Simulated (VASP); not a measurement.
Set up this calculation in VASP 6.6.1, as the native input.

```yaml
Task: single point
Functional: r2SCAN
Potentials_or_basis: VASP PAW PBE potentials, release 64 (Te, Ti_sv)
Cutoff: 520 eV
k_mesh: 5 × 5 × 3
Occupations: fermi-dirac, width 0.05 eV
Spin: no spin polarisation
Dipole_correction: no
Further_INCAR_settings: ALGO = Normal; EDIFF = 1e-06; NBANDS = 19
```

TiTe2:

```xyz
3
Lattice="3.7770 0.0000 0.0000 -1.8885 3.2710 0.0000 0.0000 0.0000 6.4980" Properties=species:S:1:pos:R:3 pbc="T T T"
Te    0.0000    2.1807    4.7903
Te    1.8885    1.0903    1.7077
Ti    0.0000    0.0000    0.0000
```

The input as run:

POSCAR

```
TiTe2
1.0
    3.7770000000      0.0000000000      0.0000000000
   -1.8885000000      3.2709779501      0.0000000000
    0.0000000000      0.0000000000      6.4980000000
Te Ti
2 1
Direct
    0.3333333333      0.6666666667      0.7372000000
    0.6666666667      0.3333333333      0.2628000000
    0.0000000000      0.0000000000      0.0000000000
```

INCAR.step1

```
PREC = Accurate ; ENCUT = 520
ISMEAR = -1 ; SIGMA = 0.05
LREAL = False ; LASPH = True
NELM = 100 ; NBANDS = 19
GGA = PE ; ALGO = Normal
EDIFF = 1E-4 ; LWAVE = True
LCHARG = False
```

INCAR.step2

```
PREC = Accurate ; ENCUT = 520
EDIFF = 1E-6 ; ISMEAR = -1
SIGMA = 0.05 ; LREAL = False
LASPH = True ; NELM = 100
ALGO = Normal ; ISIF = 2
LWAVE = False ; LCHARG = True
METAGGA = R2SCAN ; LMIXTAU = True
LELF = True ; LVHAR = True
NBANDS = 19 ; ISTART = 1
```

KPOINTS

```
regular mesh
0
Gamma
  5 5 3
```

Potentials or basis: VASP PAW PBE potentials, release 64 (Te, Ti_sv).

Launch:

```console
$ cat potpaw_PBE.64/Te/POTCAR potpaw_PBE.64/Ti_sv/POTCAR > POTCAR
$ cp INCAR.step1 INCAR
$ mpirun -np 1 vasp_std > vasp.out
$ cp INCAR.step2 INCAR
$ mpirun -np 1 vasp_std > vasp.out
```

It gave:

- Pressure: 1.1 GPa
- Largest force: 0.184 eV/Å
- Band gap on the k mesh: zero (band 12 reaches 7.25 eV, above the bottom of band 13 at 6.66 eV)

Caveat: the k points lie up to 0.38 Å⁻¹ apart; the PAW data sets were made with another functional, which shifts forces and pressure a little; spin-orbit coupling is left out, which moves the levels of the heavy elements.

Run time: 95 s on 1 thread of Intel(R) Xeon(R) Platinum 8259CL CPU @ 2.50GHz (Skylake/Cascade Lake), with other jobs on the host, peak memory 0.2 GiB.
